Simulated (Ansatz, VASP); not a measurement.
**One calculation of BaZnSbF, two programs**

```
Ba Zn Sb F
1.0
     4.47890    0.00000    0.00000
     0.00000    4.47890    0.00000
     0.00000    0.00000    9.85701
Ba Zn Sb F
2 2 2 2
Direct
  0.00000 0.50000 0.35045
  0.50000 0.00000 0.64955
  0.50000 0.50000 0.00000
  0.00000 0.00000 0.00000
  0.50000 0.00000 0.16615
  0.00000 0.50000 0.83385
  0.50000 0.50000 0.50000
  0.00000 0.00000 0.50000
```

Alike in both runs: functional PBE; k mesh 7 × 7 × 4; occupations fermi-dirac, width 0.1 eV; no spin polarisation.

Ansatz relaxed the structure, and its values are those at the end. VASP's run is a single point on that final structure, the one shown.

|  | VASP | Ansatz |
| --- | --- | --- |
| version | VASP 6.6.1 | Ansatz 0.2.0 |
| potentials or method | VASP PAW PBE potentials, release 64 (Ba_sv, Zn, Sb, F), cutoff 520 eV | PAW plane waves |
| valence electrons in the cell | 68 | 88 |

|  | VASP | Ansatz | Ansatz less VASP |
| --- | --- | --- | --- |
| gap on the k mesh at the Fermi level (eV) | none | none | - |
| pressure (GPa) | 0.6 | 0.0 | -0.57 |
| rms of the force components (eV/Å) | 0.031 | 0.000 | -0.0301 |

A gap of «none» marks a metal or a gap that the smearing closes. With one functional, cell and mesh, what is left measures potentials, basis and numerics. VASP's potentials hold 68 valence electrons a cell and Ansatz's 88, so a difference there can come from the potentials and not from the codes.

Spin-orbit coupling is off throughout.
